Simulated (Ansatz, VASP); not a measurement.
**Se in VASP and in Ansatz**

```
CELL_PARAMETERS angstrom
0.00000 3.01430 3.01430
3.01430 0.00000 3.01430
3.01430 3.01430 0.00000
ATOMIC_POSITIONS crystal
Se 0.50000 0.50000 0.50000
Se 0.75000 0.75000 0.75000
```

Alike in both runs: task single point; functional PBEsol; k mesh 12 × 12 × 12; occupations gaussian, width 0.1 eV; no spin polarisation.

|  | VASP | Ansatz |
| --- | --- | --- |
| version | VASP 6.6.1 | Ansatz 0.2.0 |
| potentials or method | VASP PAW PBE potentials, release 64 (Se), cutoff 520 eV | scalar-relativistic, plane waves, PAW |
| valence electrons in the cell | 12 | 32 |

```csv
,VASP,Ansatz,Ansatz less VASP
gap on the k mesh at the Fermi level (eV),none,none,-
pressure (GPa),5.2,5.1,-0.13
```

VASP's potentials were made for PBE, not for PBEsol. A gap of «none» marks a metal or a gap that the smearing closes. The functional is the same, so the differences come from potentials, cutoffs and numerics. VASP's potentials hold 12 valence electrons a cell and Ansatz's 32, so a difference there can come from the potentials and not from the codes.
